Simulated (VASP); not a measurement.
**Ti: single point with PBE**

The system is Ti.

```
Ti
1.0
     0.00000    2.03000    2.03000
     2.03000    0.00000    2.03000
     2.03000    2.03000    0.00000
Ti
1
Direct
  0.00000 0.00000 0.00000
```

```
Program                : VASP 6.6.1
Task                   : single point
Functional             : PBE
Potentials or basis    : VASP PAW PBE potentials, release 64 (Ti_sv)
Cutoff                 : 520 eV
k mesh                 : 11 × 11 × 11
Occupations            : fermi-dirac, width 0.05 eV
Spin                   : no spin polarisation
Dipole correction      : no
Further INCAR settings : ALGO = Fast; EDIFF = 1e-06; NBANDS = 12
```

- Pressure: 3.8 GPa
- Band gap on the k mesh: zero (band 6 reaches 9.53 eV, above the bottom of band 7 at 8.34 eV)

Levels at points of the mesh, in eV from the Fermi level:
| k point | band 3 | band 4 | band 5 | band 6 | band 7 | band 8 | band 9 | band 10 |
| --- | --- | --- | --- | --- | --- | --- | --- | --- |
| (0.00, 0.00, 0.00) | -32.45 | -32.45 | -6.19 | 0.91 | 0.91 | 0.91 | 2.62 | 2.62 |

It took 11 s on 1 thread of Intel(R) Xeon(R) Platinum 8488C (Sapphire Rapids), on a shared host, peak memory 0.13 GiB.
